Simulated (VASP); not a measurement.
# Ta2Bi2O (P1) in VASP: single point with PBE

Aim: the single point of Ta2Bi2O with PBE.

Everything below comes from runs of VASP 6.6.1. Logs are shortened: lines on timing, memory, paths and dates and some standing lists are left out, and cuts for length are marked.

## (1) The cell of the first run

The typed cell holds 10 atoms: a = 5.822 Å, b = 5.803 Å, c = 7.899 Å, α = 90.09°, β = 111.58°, γ = 89.98°.

## (2) Single point, PBE

Contents of INCAR:

```
PREC     = Accurate       # precision mode
ENCUT    = 520            # plane-wave cutoff, eV
EDIFF    = 1E-7           # SCF threshold, eV
ISMEAR   = 0              # smearing method
SIGMA    = 0.2            # smearing width, eV
LREAL    = F              # projectors in reciprocal space
LASPH    = T              # aspherical terms in the spheres
NELM     = 60             # most SCF steps
ALGO     = Normal         # electronic algorithm
ISIF     = 2              # what is computed and relaxed
LWAVE    = F              # write WAVECAR
LCHARG   = F              # write CHGCAR
GGA      = PE             # functional
NBANDS   = 69             # bands
```

Contents of KPOINTS:

```
regular mesh
0
Gamma
  4 4 4
```

Contents of POSCAR:

```
Ta2Bi2O
1.0
   -4.1161368289      4.1175627305     -0.0023312143
    4.1024310246      4.1038189738      0.0051552320
    2.0523868887     -2.0609111316     -7.3435476950
Ta Bi O
4 4 2
Direct
    0.2260776464      0.2255085599      0.0000038279
    0.7738960853      0.7745077140      0.0000175009
    0.7259458923      0.2746184244     -0.0000420637
    0.2739754185      0.7254520125      0.0000478229
    0.1560227121      0.0005583428      0.3125046976
    0.6560405034      0.5006093911      0.3126420039
    0.8440957275      0.9993057874      0.6874835822
    0.3439793327      0.4994444841      0.6873522741
   -0.0000192578      0.4999880512      0.0000151833
    0.4999859397      0.0000072327     -0.0000248293
```

Potentials or basis: VASP PAW PBE potentials, release 64 (Ta_pv, Bi_d, O).

Run with:

```console
> cat potpaw_PBE.64/Ta_pv/POTCAR potpaw_PBE.64/Bi_d/POTCAR potpaw_PBE.64/O/POTCAR > POTCAR
> mpirun -np 1 vasp_std > vasp.out
```

OUTCAR:

```text
PREC = Accurate
   ENCUT = 520
   EDIFF = 1E-7
   ISMEAR = 0
   LREAL = F
   LASPH = T
   NELM = 60
   ISIF = 2
   GGA = PE

 ion  position               nearest neighbor table
   1  0.226  0.226  0.000-  10 2.06   9 2.07   4 2.91   4 2.91   3 2.92   3 2.93   7 2.95   5 2.95
                             6 3.22   8 3.22
   2  0.774  0.775  0.000-  10 2.06   9 2.07   3 2.91   3 2.92   4 2.92   4 2.93   5 2.95   7 2.95
                             8 3.22   6 3.22
   3  0.726  0.275  1.000-   9 2.06  10 2.07   2 2.91   2 2.92   1 2.92   1 2.93   8 2.95   6 2.95
                             7 3.22   5 3.22
   4  0.274  0.725  0.000-   9 2.06  10 2.07   1 2.91   1 2.91   2 2.92   2 2.93   6 2.95   8 2.95
                             5 3.22   7 3.22
   5  0.156  0.001  0.313-   2 2.95   1 2.95   4 3.22   3 3.22
   6  0.656  0.501  0.313-   3 2.95   4 2.95   1 3.22   2 3.22
   7  0.844  0.999  0.687-   1 2.95   2 2.95   4 3.22   3 3.22
   8  0.344  0.499  0.687-   3 2.95   4 2.95   2 3.22   1 3.22
   9  1.000  0.500  0.000-   3 2.06   4 2.06   1 2.07   2 2.07
  10  0.500  0.000  1.000-   2 2.06   1 2.06   3 2.07   4 2.07

  LATTYP: Found a triclinic cell.
 ALAT       =     7.8985656535
 B/A-ratio  =     0.7371091920
 C/A-ratio  =     0.7346520431
 COS(alpha) =     0.0003419560
 COS(beta)  =     0.0016513925
 COS(gamma) =     0.3678644208

  Lattice vectors:

 A1 = (   2.0523868887,  -2.0609111316,  -7.3435476950)
 A2 = (   4.1161368289,  -4.1175627305,   0.0023312143)
 A3 = (  -4.1024310246,  -4.1038189738,  -0.0051552320)

Analysis of symmetry for initial positions (statically):
=====================================================================
 Subroutine PRICEL returns:
 Original cell was already a primitive cell.

 Routine SETGRP: Setting up the symmetry group for a
 triclinic supercell.

 Subroutine GETGRP returns: Found  1 space group operations
 (whereof  1 operations were pure point group operations)
 out of a pool of  2 trial point group operations.

The static configuration has the point symmetry C_1 .

Analysis of symmetry for dynamics (positions and initial velocities):
=====================================================================
 Subroutine PRICEL returns:
 Original cell was already a primitive cell.

 Routine SETGRP: Setting up the symmetry group for a
 triclinic supercell.

 Subroutine GETGRP returns: Found  1 space group operations
 (whereof  1 operations were pure point group operations)
 out of a pool of  2 trial point group operations.

The dynamic configuration has the point symmetry C_1 .

 Subroutine INISYM returns: Found  1 space group operations
 (whereof  1 operations are pure point group operations),
 and found     1 'primitive' translations

----------------------------------------------------------------------------------------

                                     Primitive cell

  volume of cell :     248.1328

  direct lattice vectors                    reciprocal lattice vectors
    -4.116136829  4.117562731 -0.002331214    -0.121410635  0.121455017 -0.068017478
     4.102431025  4.103818974  0.005155232     0.121879565  0.121837285 -0.000129610
     2.052386889 -2.060911132 -7.343547695     0.000124102  0.000046975 -0.136152463

  length of vectors
     5.822105347  5.802697395  7.898565653     0.184711236  0.172333888  0.136152528

  position of ions in fractional coordinates (direct lattice)
     0.226077646  0.225508560  0.000003828
     0.773896085  0.774507714  0.000017501
     0.725945892  0.274618424  0.999957936
     0.273975419  0.725452012  0.000047823
     0.156022712  0.000558343  0.312504698
     0.656040503  0.500609391  0.312642004
     0.844095727  0.999305787  0.687483582
     0.343979333  0.499444484  0.687352274
     0.999980742  0.499988051  0.000015183
     0.499985940  0.000007233  0.999975171

  ion indices of the primitive-cell ions
   primitive index   ion index
                 1           1
                 2           2
                 3           3
                 4           4
                 5           5
                 6           6
                 7           7
                 8           8
                 9           9
                10          10

----------------------------------------------------------------------------------------

 KPOINTS: regular mesh

Automatic generation of k-mesh.
 Grid dimensions read from file:
 generate k-points for:    4    4    4

 Generating k-lattice:

  Cartesian coordinates                     Fractional coordinates (reciprocal lattice)
    -0.030352659  0.030363754 -0.017004369     0.250000000  0.000000000  0.000000000
     0.030469891  0.030459321 -0.000032402     0.000000000  0.250000000 -0.000000000
     0.000031026  0.000011744 -0.034038116    -0.000000000  0.000000000  0.250000000

  Length of vectors
     0.046177809  0.043083472  0.034038132

  Shift w.r.t. Gamma in fractional coordinates (k-lattice)
     0.000000000  0.000000000  0.000000000

 Subroutine IBZKPT returns following result:
 ===========================================

 Found     36 irreducible k-points:

 Following reciprocal coordinates:
            Coordinates               Weight
  0.000000  0.000000  0.000000      1.000000
  0.250000 -0.000000 -0.000000      2.000000
  0.500000 -0.000000 -0.000000      1.000000
  0.000000  0.250000 -0.000000      2.000000
  0.250000  0.250000  0.000000      2.000000
  0.500000  0.250000  0.000000      2.000000
[... 16 lines left out ...]
 -0.000000 -0.250000  0.250000      2.000000
  0.250000 -0.250000  0.250000      2.000000
 [... further k-points ...]
   k-points           NKPTS =     36   k-points in BZ     NKDIM =     36   number of bands    NBANDS=     69
   number of dos      NEDOS =    301   number of ions     NIONS =     10
   total plane-waves  NPLWV = 138240
   dimension x,y,z NGX =    48 NGY =   48 NGZ =   60
   dimension x,y,z NGXF=    96 NGYF=   96 NGZF=  120
   ions per type =               4   4   2
   NGX,Y,Z   is equivalent  to a cutoff of  13.71, 13.75, 12.63 a.u.
   NGXF,Y,Z  is equivalent  to a cutoff of  27.41, 27.50, 25.26 a.u.
 SYSTEM =  unknown system
   PREC   = accura    normal or accurate (medium, high low for compatibility)
   ISTART =      0    job   : 0-new  1-cont  2-samecut
   ICHARG =      2    charge: 1-file 2-atom 10-const
   ISPIN  =      1    spin polarized calculation?
   LNONCOLLINEAR =      F non collinear calculations
   LSORBIT =      F    spin-orbit coupling
   LASPH  =      T    aspherical Exc in radial PAW
   ENCUT  =  520.0 eV  38.22 Ry    6.18 a.u.  10.83 10.79 14.69*2*pi/ulx,y,z
   NELM   =     60;   NELMIN=  2; NELMDL= -5     # of ELM steps
   EDIFF  = 0.1E-06   stopping-criterion for ELM
   LREAL  =      F    real-space projection
   EDIFFG = 0.1E-05   stopping-criterion for IOM
   NSW    =      0    number of steps for IOM
   IBRION =     -1    ionic relax: 0-MD 1-quasi-New 2-CG
   NFREE  =      0    steps in history (QN), initial steepest desc. (CG)
   ISIF   =      2    stress and relaxation
   ISYM   =      2    0-nonsym 1-usesym 2-fastsym
   POTIM  = 0.5000    time-step for ionic-motion
   TEBEG  =    0.0;   TEEND  =   0.0 temperature during run
   PSTRESS=    0.0 pullay stress
   NELECT =     116.0000    total number of electrons
   NUPDOWN=      -1.0000    fix difference up-down
   EMIN   =  10.00;   EMAX   =-10.00  energy-range for DOS
   EFERMI =   0.00;   METHOD = LEGACY
   ISMEAR =     0;   SIGMA  =   0.20  broadening in eV -4-tet -1-fermi 0-gaus
   EFERMI_NEDOS =   21; number of points for ismear=-14 and -15
   IALGO  =     38    algorithm
   IMIX   =      4    mixing-type and parameters
     AMIX     =   0.40;   BMIX     =  1.00
     AMIX_MAG =   1.60;   BMIX_MAG =  1.00
  volume/ion in A,a.u.               =      24.81       167.45
  Fermi-wavevector in a.u.,A,eV,Ry     =   1.270572  2.401034 21.964622  1.614354
  Thomas-Fermi vector in A             =   2.403552
   LORBIT       =      0    0 simple, 1 ext, 2 COOP (PROOUT), +10 PAW based schemes
   GGA     = PE    functional components
   LHFCALC =     F    Hartree Fock is set to
   AEXX    =    0.0000 exact exchange contribution
   IVDW    =     0    specifies the selected vdW correction
   LEPSILON=     F    determine dielectric tensor
   LRPA    =     F    only Hartree local field effects (RPA)
 non-spin polarized calculation
 Gauss-broadening in eV      SIGMA  =   0.20
  energy-cutoff  :      520.00
  volume of cell :      248.13
 maximum number of plane-waves:      6718
 NGX is ok and might be reduce to    48
   NGX = 21   NGY = 21   NGZ = 29

 number of electron     116.0000012 magnetization

 Free energy of the ion-electron system (eV)
  ---------------------------------------------------
  ext. energy  EPLUGINS =         0.00000000
  ---------------------------------------------------
  free energy    TOTEN  =       -78.50624046 eV

  energy without entropy =      -78.39837396  energy(sigma->0) =      -78.45230721

 E-fermi :   5.1751     XC(G=0): -10.1285

 val. band max:        5.1500760685   @ k =  -0.2500  -0.2500   0.2500
 cond. band min:       5.2724436621   @ k =   0.5000  -0.0000   0.2500
 fundamental gap:      0.1223675936
 Fermi energy:         5.1751362440

 k-point     1 :       0.0000    0.0000    0.0000
  band No.  band energies     occupation
      1     -30.6812      2.00000
      2     -30.2201      2.00000
      3     -30.2141      2.00000
      4     -29.8395      2.00000
      5     -29.8112      2.00000
      6     -29.7321      2.00000
[... 61 lines left out ...]
     68       8.1829      0.00000
     69       8.2939      0.00000

 k-point     2 :       0.2500   -0.0000   -0.0000
  band No.  band energies     occupation
      1     -30.6043      2.00000
      2     -30.2776      2.00000
      3     -30.1293      2.00000
      4     -29.7997      2.00000
      5     -29.7819      2.00000
      6     -29.7438      2.00000
[... 61 lines left out ...]
     68       8.1120      0.00000
     69       8.1229      0.00000

 k-point     3 :       0.5000   -0.0000   -0.0000
  band No.  band energies     occupation
      1     -30.4311      2.00000
      2     -30.4307      2.00000
      3     -29.9262      2.00000
      4     -29.9255      2.00000
      5     -29.7719      2.00000
      6     -29.7718      2.00000
[... 1501 lines left out ...]
     68       8.0728      0.00000
     69       8.3787      0.00000

 k-point    24 :       0.2500   -0.2500    0.2500
  band No.  band energies     occupation
      1     -30.5251      2.00000
      2     -30.2148      2.00000
      3     -30.1627      2.00000
      4     -29.7989      2.00000
      5     -29.7881      2.00000
      6     -29.7333      2.00000
[... 61 lines left out ...]
     68       8.1650      0.00000
     69       8.2602      0.00000

 [... further k-points ...]

------------------------ aborting loop because EDIFF is reached ----------------------------------------

  FORCE on cell =-STRESS in cart. coord.  units (eV):
  Direction    XX          YY          ZZ          XY          YZ          ZX
  --------------------------------------------------------------------------------------
  -------------------------------------------------------------------------------------
  Total        0.1872886      0.1505517     -0.0490549      0.0152222     -0.0110353     -0.0191410
  in kB        1.2093103      0.9721023     -0.3167445      0.0982889     -0.0712542     -0.1235920
  external PRESSURE =       0.6215561 kB  Pullay stress =       0.0000000 kB

 VOLUME and BASIS-vectors are now :
 -----------------------------------------------------------------------------
  energy-cutoff  :      520.00
  volume of cell :      248.13
      direct lattice vectors                 reciprocal lattice vectors
    -4.116136829  4.117562731 -0.002331214    -0.121410635  0.121455017 -0.068017478
     4.102431025  4.103818974  0.005155232     0.121879565  0.121837285 -0.000129610
     2.052386889 -2.060911132 -7.343547695     0.000124102  0.000046975 -0.136152463

 POSITION                                       TOTAL-FORCE (eV/Angst)
 -----------------------------------------------------------------------------------
     -0.00543      1.85633      0.00061         0.000257     -0.007026      0.000292
     -0.00806      6.36497      0.00206        -0.000337      0.007159      0.001718
      0.19081      2.05529     -7.34352         0.003840     -0.000270      0.000115
      1.84849      4.10514      0.00275        -0.006518     -0.001170      0.000553
      0.00146      0.00068     -2.29525        -0.000680      0.000780     -0.009329
     -0.00497      4.11137     -2.29485         0.000132     -0.000213     -0.006337
      2.03615      6.15974     -5.04538         0.001988     -0.000715      0.007730
      2.04378      2.04941     -5.04583         0.000038     -0.000491      0.005625
     -2.06486      6.16931      0.00013        -0.000002      0.001686      0.000145
     -0.00564     -0.00211     -7.34453         0.001280      0.000260     -0.000512
 -----------------------------------------------------------------------------------
    total drift:                                0.000045     -0.000080      0.000011

  FREE ENERGIE OF THE ION-ELECTRON SYSTEM (eV)
  ---------------------------------------------------
  free  energy   TOTEN  =       -78.5062404629 eV

  energy  without entropy=      -78.3983739553  energy(sigma->0) =      -78.45230721
```

Run time: 26 min. Hardware: 1 thread of Intel Xeon 8259CL, shared host; peak memory 0.69 GiB.

Results:

```
Free energy            : -78.5062 eV
Pressure               : 0.1 GPa
Largest force          : 0.009 eV/Å
Band gap on the k mesh : zero (bands 58 and 59 overlap by 0.90 eV)
```

Forces on the atoms (eV/Å):
```
Ta   0.000 -0.007  0.000
Ta   0.000  0.007  0.002
Ta   0.004  0.000  0.000
Ta  -0.007 -0.001  0.001
Bi  -0.001  0.001 -0.009
Bi   0.000  0.000 -0.006
Bi   0.002 -0.001  0.008
Bi   0.000  0.000  0.006
O    0.000  0.002  0.000
O    0.001  0.000 -0.001
```

Caveat: spin-orbit coupling is left out, which moves the levels of the heavy elements.

The gap in the log of VASP goes by the Fermi energy; the results here count the filled bands.